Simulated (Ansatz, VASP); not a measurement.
## One calculation of Ca, two programs

INCAR

```
SYSTEM = Ca
PREC = Accurate
ENCUT = 520
EDIFF = 1E-6
ISMEAR = 0
SIGMA = 0.15
LREAL = .FALSE.
LASPH = .TRUE.
NELM = 100
ALGO = Fast
ISIF = 2
LWAVE = .FALSE.
LCHARG = .FALSE.
GGA = PS
NBANDS = 11
```

File KPOINTS:

```
Automatic mesh
0
G
  16 16 16
  0 0 0
```

POSCAR

```
Ca
1.0
    0.0000000000      3.2256682742      2.0966843783
    3.2256682742      0.0000000000      2.0966843783
    3.2256682742      3.2256682742      0.0000000000
Ca
1
Direct
    0.0000000000      0.0000000000      0.0000000000
```

Input for Ansatz:

```yaml
crystal:
  lattice:
    - [0.0, 3.2256682742, 2.0966843783]
    - [3.2256682742, 0.0, 2.0966843783]
    - [3.2256682742, 3.2256682742, 0.0]
  atoms:
    - { symbol: Ca, position: [0.0, 0.0, 0.0] }
basis:
  ecutwfc: 420
kpoints:
  mp_grid: { grid: [16, 16, 16] }
hamiltonian:
  xc: pbesol
scf:
  occupations: { method: gaussian, width: 0.15 }
output:
  forces: true
  stress: true
  eigenvalues: true
```

Alike in both runs: task single point; functional PBEsol; k mesh 16 × 16 × 16; occupations gaussian, width 0.15 eV; no spin polarisation.

```csv
,VASP,Ansatz
version,VASP 6.6.1,Ansatz 0.2.0
potentials or method,"VASP PAW PBE potentials, release 64 (Ca_sv), cutoff 520 eV","scalar-relativistic, plane waves, PAW"
valence electrons in the cell,10,10
```

|  | VASP | Ansatz | Ansatz less VASP |
| --- | --- | --- | --- |
| gap on the k mesh at the Fermi level (eV) | none | none | - |
| pressure (GPa) | -1.2 | -1.2 | -0.01 |
| traceless stress, the component that is largest in VASP (GPa) | 0.12 | 0.12 | +0.001 |

VASP's potentials were made for PBE, not for PBEsol. A gap of «none» marks a metal or a gap that the smearing closes.
